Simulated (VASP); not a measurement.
# Li2O (a cell with a defect) in VASP: relaxation of the atoms with PBE

Aim: the relaxation of the atoms of Li2O (a cell with a defect) with PBE.

Everything below comes from runs of VASP 6.6.1. Logs are shortened: lines on timing, memory, paths and dates and some standing lists are left out, and cuts for length are marked.

## 1. The cell of the first run

The cell holds a defect, 96 atoms: a = 9.252 Å, b = 9.252 Å, c = 9.252 Å, α = 90.00°, β = 90.00°, γ = 90.00°.

## 2. Relaxation of the atoms, PBE

The input, INCAR:

```
SYSTEM = Li2O
PREC     = Accurate       ! precision mode
ENCUT    = 650            ! plane-wave cutoff, eV
EDIFF    = 1E-7           ! SCF threshold, eV
ISMEAR   = 0              ! smearing method
SIGMA    = 0.02           ! smearing width, eV
LREAL    = Auto         
LASPH    = .TRUE.         ! aspherical terms in the spheres
NELM     = 120            ! most SCF steps
ALGO     = Normal         ! electronic algorithm
ISIF     = 2              ! what is computed and relaxed
LWAVE    = .FALSE.        ! write WAVECAR
LCHARG   = .FALSE.        ! write CHGCAR
GGA      = PE             ! functional
IBRION   = 2              ! ionic algorithm
NSW      = 80             ! ionic steps
EDIFFG   = -0.02          ! ionic threshold
GGA_COMPAT= .FALSE.      
NELMIN   = 4            
NCORE    = 4
```

The input, KPOINTS:

```
regular mesh
0
G
  1 1 1
  0 0 0
```

The input, POSCAR:

```
Li2O
1.0
    9.2521015629      0.0000000000      0.0000000000
    0.0000000000      9.2521015629      0.0000000000
    0.0000000000      0.0000000000      9.2521015629
Li O
64 32
Direct
    0.6250000000      0.1250000000      0.1250000000
    0.8750000000      0.3750000000      0.1250000000
    0.8750000000      0.1250000000      0.3750000000
    0.1250000000      0.1250000000      0.1250000000
    0.3750000000      0.3750000000      0.1250000000
    0.6250000000      0.6250000000      0.1250000000
    0.8750000000      0.8750000000      0.1250000000
    0.3750000000      0.1250000000      0.3750000000
    0.6250000000      0.3750000000      0.3750000000
    0.8750000000      0.6250000000      0.3750000000
    0.6250000000      0.1250000000      0.6250000000
    0.8750000000      0.3750000000      0.6250000000
    0.8750000000      0.1250000000      0.8750000000
    0.1250000000      0.6250000000      0.1250000000
    0.3750000000      0.8750000000      0.1250000000
    0.1250000000      0.3750000000      0.3750000000
    0.3750000000      0.6250000000      0.3750000000
    0.6250000000      0.8750000000      0.3750000000
    0.1250000000      0.1250000000      0.6250000000
    0.3750000000      0.3750000000      0.6250000000
    0.6250000000      0.6250000000      0.6250000000
    0.8750000000      0.8750000000      0.6250000000
    0.3750000000      0.1250000000      0.8750000000
    0.6250000000      0.3750000000      0.8750000000
    0.8750000000      0.6250000000      0.8750000000
    0.1250000000      0.8750000000      0.3750000000
    0.1250000000      0.6250000000      0.6250000000
    0.3750000000      0.8750000000      0.6250000000
    0.1250000000      0.3750000000      0.8750000000
    0.3750000000      0.6250000000      0.8750000000
    0.6250000000      0.8750000000      0.8750000000
    0.1250000000      0.8750000000      0.8750000000
    0.8750000000      0.3750000000      0.3750000000
    0.1250000000      0.6250000000      0.3750000000
    0.1250000000      0.3750000000      0.6250000000
    0.3750000000      0.3750000000      0.3750000000
    0.6250000000      0.6250000000      0.3750000000
    0.8750000000      0.8750000000      0.3750000000
    0.1250000000      0.1250000000      0.3750000000
    0.6250000000      0.3750000000      0.6250000000
    0.8750000000      0.6250000000      0.6250000000
    0.1250000000      0.8750000000      0.6250000000
    0.8750000000      0.3750000000      0.8750000000
    0.1250000000      0.6250000000      0.8750000000
    0.1250000000      0.3750000000      0.1250000000
    0.3750000000      0.8750000000      0.3750000000
    0.6250000000      0.1250000000      0.3750000000
    0.3750000000      0.6250000000      0.6250000000
    0.6250000000      0.8750000000      0.6250000000
    0.8750000000      0.1250000000      0.6250000000
    0.3750000000      0.3750000000      0.8750000000
    0.6250000000      0.6250000000      0.8750000000
    0.8750000000      0.8750000000      0.8750000000
    0.1250000000      0.1250000000      0.8750000000
    0.6250000000      0.3750000000      0.1250000000
    0.8750000000      0.6250000000      0.1250000000
    0.1250000000      0.8750000000      0.1250000000
    0.3750000000      0.1250000000      0.6250000000
    0.7500000000      0.2500000000      0.2500000000
    0.6250000000      0.1250000000      0.8750000000
    0.3750000000      0.6250000000      0.1250000000
    0.6250000000      0.8750000000      0.1250000000
    0.8750000000      0.1250000000      0.1250000000
    0.3750000000      0.1250000000      0.1250000000
    0.5000000000      0.0000000000      0.0000000000
    0.7500000000      0.2500000000      0.0000000000
    0.7500000000      0.0000000000      0.2500000000
    0.0000000000      0.0000000000      0.0000000000
    0.2500000000      0.2500000000      0.0000000000
    0.5000000000      0.5000000000      0.0000000000
    0.7500000000      0.7500000000      0.0000000000
    0.2500000000      0.0000000000      0.2500000000
    0.5000000000      0.2500000000      0.2500000000
    0.7500000000      0.5000000000      0.2500000000
    0.5000000000      0.0000000000      0.5000000000
    0.7500000000      0.2500000000      0.5000000000
    0.7500000000      0.0000000000      0.7500000000
    0.0000000000      0.5000000000      0.0000000000
    0.2500000000      0.7500000000      0.0000000000
    0.0000000000      0.2500000000      0.2500000000
    0.2500000000      0.5000000000      0.2500000000
    0.5000000000      0.7500000000      0.2500000000
    0.0000000000      0.0000000000      0.5000000000
    0.2500000000      0.2500000000      0.5000000000
    0.5000000000      0.5000000000      0.5000000000
    0.7500000000      0.7500000000      0.5000000000
    0.2500000000      0.0000000000      0.7500000000
    0.5000000000      0.2500000000      0.7500000000
    0.7500000000      0.5000000000      0.7500000000
    0.0000000000      0.7500000000      0.2500000000
    0.0000000000      0.5000000000      0.5000000000
    0.2500000000      0.7500000000      0.5000000000
    0.0000000000      0.2500000000      0.7500000000
    0.2500000000      0.5000000000      0.7500000000
    0.5000000000      0.7500000000      0.7500000000
    0.0000000000      0.7500000000      0.7500000000
```

Potentials or basis: VASP PAW PBE potentials, release 64 (Li_sv, O).

On the command line:

```
cat potpaw_PBE.64/Li_sv/POTCAR potpaw_PBE.64/O/POTCAR > POTCAR
mpirun -np 4 vasp_gam > vasp.out
```

OUTCAR:

```text
SYSTEM = Li2O
   PREC = Accurate
   ENCUT = 650
   EDIFF = 1E-7
   ISMEAR = 0
   LREAL = Auto
   LASPH = .TRUE.
   NELM = 120
   ISIF = 2
   GGA = PE
   IBRION = 2
   NSW = 80
   EDIFFG = -0.02
   NELMIN = 4

 ion  position               nearest neighbor table
   1  0.625  0.125  0.125-  59 2.00  65 2.00  66 2.00  67 2.00  73 2.00  63 2.31  64 2.31  55 2.31
                            47 2.31  60 2.31  62 2.31
   2  0.875  0.375  0.125-  59 2.00  66 2.00  74 2.00  78 2.00  80 2.00  33 2.31  63 2.31  43 2.31
                            45 2.31  55 2.31  56 2.31
   3  0.875  0.125  0.375-  59 2.00  67 2.00  76 2.00  80 2.00  83 2.00  33 2.31  63 2.31  38 2.31
                            39 2.31  47 2.31  50 2.31
   4  0.125  0.125  0.125-  68 2.00  69 2.00  72 2.00  80 2.00  63 2.31  64 2.31  39 2.31  45 2.31
                            54 2.31  57 2.31
   5  0.375  0.375  0.125-  69 2.00  70 2.00  73 2.00  81 2.00  61 2.31  64 2.31  36 2.31  45 2.31
                            51 2.31  55 2.31
   6  0.625  0.625  0.125-  70 2.00  71 2.00  74 2.00  82 2.00  61 2.31  62 2.31  37 2.31  52 2.31
                            55 2.31  56 2.31
   7  0.875  0.875  0.125-  67 2.00  68 2.00  71 2.00  90 2.00  62 2.31  63 2.31  38 2.31  53 2.31
                            56 2.31  57 2.31
   8  0.375  0.125  0.375-  72 2.00  73 2.00  75 2.00  84 2.00  58 2.31  64 2.31  36 2.31  39 2.31
                            46 2.31  47 2.31
   9  0.625  0.375  0.375-  59 2.00  73 2.00  74 2.00  76 2.00  85 2.00  55 2.31  33 2.31  36 2.31
[... 168 lines left out ...]
  95  0.500  0.750  0.750-  21 2.00  28 2.00  30 2.00  31 2.00  48 2.00  49 2.00  52 2.00
  96  0.000  0.750  0.750-  22 2.00  25 2.00  27 2.00  32 2.00  41 2.00  42 2.00  44 2.00  53 2.00

  LATTYP: Found a simple cubic cell.
 ALAT       =     9.2521015629

  Lattice vectors:

 A1 = (   9.2521015629,   0.0000000000,   0.0000000000)
 A2 = (   0.0000000000,   9.2521015629,   0.0000000000)
 A3 = (   0.0000000000,   0.0000000000,   9.2521015629)

Analysis of symmetry for initial positions (statically):
=====================================================================
 Subroutine PRICEL returns:
 Original cell was already a primitive cell.

 Routine SETGRP: Setting up the symmetry group for a
 simple cubic supercell.

 Subroutine GETGRP returns: Found  6 space group operations
 (whereof  2 operations were pure point group operations)
 out of a pool of 48 trial point group operations.

The static configuration has the point symmetry C_1h.
 The point group associated with its full space group is C_3v.

Analysis of symmetry for dynamics (positions and initial velocities):
=====================================================================
 Subroutine PRICEL returns:
 Original cell was already a primitive cell.

 Routine SETGRP: Setting up the symmetry group for a
 simple cubic supercell.

 Subroutine GETGRP returns: Found  6 space group operations
 (whereof  2 operations were pure point group operations)
 out of a pool of 48 trial point group operations.

The dynamic configuration has the point symmetry C_1h.
[... 204 lines left out ...]
   NSW    =     80    number of steps for IOM
   IBRION =      2    ionic relax: 0-MD 1-quasi-New 2-CG
   NFREE  =      1    steps in history (QN), initial steepest desc. (CG)
   ISIF   =      2    stress and relaxation
   ISYM   =      2    0-nonsym 1-usesym 2-fastsym
   POTIM  = 0.5000    time-step for ionic-motion
   TEBEG  =    0.0;   TEEND  =   0.0 temperature during run
   PSTRESS=    0.0 pullay stress
   NELECT =     384.0000    total number of electrons
   NUPDOWN=      -1.0000    fix difference up-down
   EMIN   =  10.00;   EMAX   =-10.00  energy-range for DOS
   EFERMI =   0.00;   METHOD = LEGACY
   ISMEAR =     0;   SIGMA  =   0.02  broadening in eV -4-tet -1-fermi 0-gaus
   EFERMI_NEDOS =   21; number of points for ismear=-14 and -15
   IALGO  =     38    algorithm
   IMIX   =      4    mixing-type and parameters
     AMIX     =   0.40;   BMIX     =  1.00
     AMIX_MAG =   1.60;   BMIX_MAG =  1.00
  volume/ion in A,a.u.               =       8.25        55.67
  Fermi-wavevector in a.u.,A,eV,Ry     =   1.286110  2.430396 22.505117  1.654079
  Thomas-Fermi vector in A             =   2.418204
   LORBIT       =      0    0 simple, 1 ext, 2 COOP (PROOUT), +10 PAW based schemes
   GGA     = PE    functional components
   LHFCALC =     F    Hartree Fock is set to
   AEXX    =    0.0000 exact exchange contribution
   IVDW    =     0    specifies the selected vdW correction
   LEPSILON=     F    determine dielectric tensor
   LRPA    =     F    only Hartree local field effects (RPA)
 conjugate gradient relaxation of ions
 non-spin polarized calculation
 Gauss-broadening in eV      SIGMA  =   0.02
  energy-cutoff  :      650.00
  volume of cell :      791.99
 maximum number of plane-waves:     14856
 NGX is ok and might be reduce to    80
   NGX = 39   NGY = 39   NGZ = 39

--------------------------------------- Ionic step        1  -------------------------------------------

 number of electron     384.0000689 magnetization

 Free energy of the ion-electron system (eV)
  ---------------------------------------------------
  ext. energy  EPLUGINS =         0.00000000
  ---------------------------------------------------
  free energy    TOTEN  =      -454.21051689 eV

  energy without entropy =     -454.21051689  energy(sigma->0) =     -454.21051689

------------------------ aborting loop because EDIFF is reached ----------------------------------------

  FORCE on cell =-STRESS in cart. coord.  units (eV):
  Direction    XX          YY          ZZ          XY          YZ          ZX
  --------------------------------------------------------------------------------------
  -------------------------------------------------------------------------------------
  Total       -0.1758447     -0.1758447     -0.1758447     -0.0621305     -0.0621305     -0.0621305
  in kB       -0.3557285     -0.3557285     -0.3557285     -0.1256881     -0.1256881     -0.1256881
  external PRESSURE =      -0.3557285 kB  Pullay stress =       0.0000000 kB
[... 371 lines left out ...]
  FREE ENERGIE OF THE ION-ELECTRON SYSTEM (eV)
  ---------------------------------------------------
  free  energy   TOTEN  =      -456.6143417239 eV

  energy  without entropy=     -456.6143417239  energy(sigma->0) =     -456.61434172

[... ionic steps 4 to 14 ...]

--------------------------------------- Ionic step       15  -------------------------------------------

 number of electron     384.0000205 magnetization

------------------------ aborting loop because EDIFF is reached ----------------------------------------
[... 255 lines left out ...]
--------------------------------------- Ionic step       17  -------------------------------------------

 number of electron     384.0000184 magnetization

 Free energy of the ion-electron system (eV)
  ---------------------------------------------------
  ext. energy  EPLUGINS =         0.00000000
  ---------------------------------------------------
  free energy    TOTEN  =      -457.08439953 eV

  energy without entropy =     -457.08439953  energy(sigma->0) =     -457.08439953

 E-fermi :   1.4771     XC(G=0):  -9.7256

 val. band max:        1.3532994532   @ k =   0.0000   0.0000   0.0000
 cond. band min:       6.2991464276   @ k =   0.0000   0.0000   0.0000
 fundamental gap:      4.9458469744
 Fermi energy:         1.4771112680

 k-point     1 :       0.0000    0.0000    0.0000
  band No.  band energies     occupation
      1     -43.4130      2.00000
      2     -41.8022      2.00000
      3     -41.7698      2.00000
      4     -41.7698      2.00000
      5     -41.7610      2.00000
      6     -41.7610      2.00000
[... 196 lines left out ...]
    203       8.3723      0.00000
    204       8.3723      0.00000
 [bands above 204 left out]

------------------------ aborting loop because EDIFF is reached ----------------------------------------

  FORCE on cell =-STRESS in cart. coord.  units (eV):
  Direction    XX          YY          ZZ          XY          YZ          ZX
  --------------------------------------------------------------------------------------
  -------------------------------------------------------------------------------------
  Total        0.7640155      0.7640155      0.7640155      0.0744524      0.0744524      0.0744524
  in kB        1.5455802      1.5455802      1.5455802      0.1506150      0.1506150      0.1506150
  external PRESSURE =       1.5455802 kB  Pullay stress =       0.0000000 kB
[... 111 lines left out ...]
  FREE ENERGIE OF THE ION-ELECTRON SYSTEM (eV)
  ---------------------------------------------------
  free  energy   TOTEN  =      -457.0843995290 eV

  energy  without entropy=     -457.0843995290  energy(sigma->0) =     -457.08439953

 reached required accuracy - stopping structural energy minimisation
```

It took 31 min on 4 MPI ranks of Intel Xeon Platinum 8259CL at 2.50GHz (Skylake/Cascade Lake), shared host; peak memory 0.4 GiB.

Results:

| Property | Result |
| --- | --- |
| Free energy | -457.0844 eV |
| Energy gained by relaxing | 29.9 meV/atom |
| Ionic steps | 17 |
| Pressure after relaxing | 0.2 GPa |
| Largest force after relaxing | 0.015 eV/Å |
| Band gap on the k mesh | 4.95 eV |

Forces in eV/Å, atoms in the order of the input:
```
Li  -0.005 -0.005 -0.005
Li   0.003  0.003  0.000
Li   0.003  0.000  0.003
Li   0.000  0.001  0.001
Li  -0.003  0.002 -0.003
Li   0.001  0.000  0.001
Li   0.002 -0.003 -0.003
Li  -0.003 -0.003  0.002
Li   0.000  0.003  0.003
Li   0.002 -0.002  0.002
Li   0.001  0.001  0.000
Li   0.002  0.002 -0.002
Li   0.002 -0.003 -0.003
Li  -0.004 -0.004  0.002
Li   0.003  0.003 -0.003
Li  -0.002  0.002  0.002
Li   0.001  0.000 -0.001
Li  -0.003 -0.003  0.002
Li  -0.004  0.002 -0.004
Li   0.001 -0.001  0.000
Li   0.002 -0.004 -0.004
Li  -0.001  0.001  0.000
Li   0.003 -0.003  0.003
Li  -0.003  0.002 -0.003
Li  -0.001  0.000  0.001
Li   0.000  0.001 -0.001
Li  -0.002 -0.002 -0.002
Li  -0.001 -0.001  0.004
Li   0.000 -0.001  0.001
Li  -0.001  0.004 -0.001
Li  -0.003  0.003  0.003
Li   0.004 -0.001 -0.001
Li  -0.001 -0.001 -0.001
Li   0.007  0.007  0.001
Li   0.007  0.001  0.007
Li   0.001 -0.001 -0.001
Li  -0.002  0.002 -0.008
Li  -0.001  0.001 -0.001
Li   0.002 -0.002 -0.008
Li  -0.002 -0.008  0.002
Li   0.001  0.007  0.007
Li   0.005  0.006  0.005
Li  -0.001 -0.001  0.001
Li   0.005  0.005  0.006
Li   0.002 -0.008 -0.002
Li   0.001  0.001 -0.003
Li  -0.001 -0.001  0.009
Li   0.006  0.005  0.005
Li   0.001 -0.005  0.001
Li  -0.008 -0.002  0.002
Li   0.001 -0.003  0.001
Li   0.001  0.001 -0.005
Li  -0.003  0.001  0.001
Li   0.001  0.001 -0.005
Li  -0.001  0.009 -0.001
Li  -0.008  0.002 -0.002
Li   0.001 -0.005  0.001
Li  -0.005  0.001  0.001
Li   0.005  0.005  0.005
Li  -0.006 -0.006  0.001
Li  -0.005  0.001  0.001
Li  -0.006  0.001 -0.006
Li   0.009 -0.001 -0.001
Li   0.001 -0.006 -0.006
O    0.009  0.009  0.009
O   -0.001 -0.001 -0.004
O   -0.001 -0.004 -0.001
O    0.004 -0.002 -0.002
O    0.001  0.002  0.002
O   -0.002  0.004 -0.002
O    0.002  0.001  0.002
O    0.001  0.002  0.002
O   -0.004 -0.001 -0.001
O   -0.001  0.004 -0.001
O   -0.002 -0.002  0.004
O   -0.001 -0.001  0.004
O    0.002  0.002  0.001
O   -0.002 -0.002  0.003
O   -0.007 -0.007 -0.001
O    0.004 -0.001 -0.001
O   -0.002  0.003  0.002
O    0.002  0.001  0.002
O   -0.002  0.003 -0.002
O   -0.002  0.002  0.003
O    0.003 -0.002 -0.002
O    0.002 -0.002  0.003
O   -0.007 -0.001 -0.007
O    0.002  0.002  0.001
O    0.002  0.003 -0.002
O    0.003 -0.002  0.002
O    0.005  0.005  0.005
O   -0.007 -0.007  0.000
O    0.003  0.002 -0.002
O   -0.007  0.000 -0.007
O   -0.001 -0.007 -0.007
O    0.000 -0.007 -0.007
```

The path:
```tsv
step	energy change (eV)	largest force (eV/Å)	pressure (GPa)
1	0.0000	2.0883	-0.04
2	-2.3008	0.7222	0.11
3	-2.4038	0.6107	0.24
4	-2.6351	0.4713	0.19
5	-2.7461	0.3057	0.14
6	-2.8216	0.1843	0.15
7	-2.8474	0.0937	0.15
8	-2.8477	0.1076	0.16
9	-2.8651	0.0572	0.15
10	-2.8666	0.0552	0.15
11	-2.8698	0.0432	0.16
12	-2.8700	0.0398	0.16
13	-2.8717	0.0297	0.16
14	-2.8721	0.0260	0.16
15	-2.8730	0.0364	0.16
16	-2.8731	0.0665	0.16
17	-2.8739	0.0154	0.15
```

Final structure:
```
Li O
1.0
     9.25210    0.00000    0.00000
     0.00000    9.25210    0.00000
     0.00000    0.00000    9.25210
Li O
64 32
Direct
  0.61974 0.11974 0.11974
  0.88328 0.38328 0.11683
  0.88328 0.11683 0.38328
  0.12899 0.12172 0.12172
  0.37343 0.37561 0.12353
  0.62172 0.62899 0.12172
  0.87561 0.87343 0.12353
  0.37343 0.12353 0.37561
  0.61683 0.38328 0.38328
  0.87565 0.62681 0.37565
  0.62172 0.12172 0.62899
  0.87565 0.37565 0.62681
  0.87561 0.12353 0.87343
  0.12264 0.62264 0.12710
  0.37419 0.87419 0.10054
  0.12681 0.37565 0.37565
  0.37458 0.62593 0.37569
  0.62353 0.87343 0.37561
  0.12264 0.12710 0.62264
  0.37458 0.37569 0.62593
  0.62710 0.62264 0.62264
  0.87569 0.87458 0.62593
  0.37419 0.10054 0.87419
  0.62353 0.37561 0.87343
  0.87569 0.62593 0.87458
  0.12593 0.87458 0.37569
  0.12725 0.62725 0.62725
  0.37507 0.87507 0.64873
  0.12593 0.37569 0.87458
  0.37507 0.64873 0.87507
  0.60054 0.87419 0.87419
  0.14873 0.87507 0.87507
  0.88411 0.38411 0.38411
  0.12545 0.62545 0.37725
  0.12545 0.37725 0.62545
  0.37375 0.37534 0.37534
  0.62474 0.62630 0.37355
  0.87534 0.87375 0.37534
  0.12630 0.12474 0.37355
  0.62474 0.37355 0.62630
  0.87725 0.62545 0.62545
  0.12484 0.87769 0.62484
  0.87534 0.37534 0.87375
  0.12484 0.62484 0.87769
  0.12630 0.37355 0.12474
  0.37430 0.87430 0.37560
  0.61715 0.11715 0.38493
  0.37769 0.62484 0.62484
  0.62560 0.87096 0.62463
  0.87355 0.12474 0.62630
  0.37430 0.37560 0.87430
  0.62560 0.62463 0.87096
  0.87560 0.87430 0.87430
  0.12463 0.12560 0.87096
  0.61715 0.38493 0.11715
  0.87355 0.62630 0.12474
  0.12463 0.87096 0.12560
  0.37096 0.12560 0.62463
  0.75183 0.25183 0.25183
  0.62491 0.12491 0.87672
  0.37096 0.62463 0.12560
  0.62491 0.87672 0.12491
  0.88493 0.11715 0.11715
  0.37672 0.12491 0.12491
  0.50595 0.00595 0.00595
  0.75160 0.25160 0.01145
  0.75160 0.01145 0.25160
  0.00175 0.99959 0.99959
  0.24909 0.24959 0.00247
  0.49959 0.50175 0.99959
  0.74959 0.74909 0.00247
  0.24909 0.00247 0.24959
  0.51145 0.25160 0.25160
  0.75079 0.48914 0.25079
  0.49959 0.99959 0.50175
  0.75079 0.25079 0.48914
  0.74959 0.00247 0.74909
  0.99944 0.49944 0.99950
  0.24163 0.74163 0.00903
  0.98914 0.25079 0.25079
  0.24915 0.49648 0.25156
  0.50247 0.74909 0.24959
  0.99944 0.99950 0.49944
  0.24915 0.25156 0.49648
  0.49950 0.49944 0.49944
  0.75156 0.74915 0.49648
  0.24163 0.00903 0.74163
  0.50247 0.24959 0.74909
  0.75156 0.49648 0.74915
  0.99648 0.74915 0.25156
  0.00107 0.50107 0.50107
  0.24926 0.74926 0.49979
  0.99648 0.25156 0.74915
  0.24926 0.49979 0.74926
  0.50903 0.74163 0.74163
  0.99979 0.74926 0.74926
```

Caveat: the k points lie up to 0.68 Å⁻¹ apart.
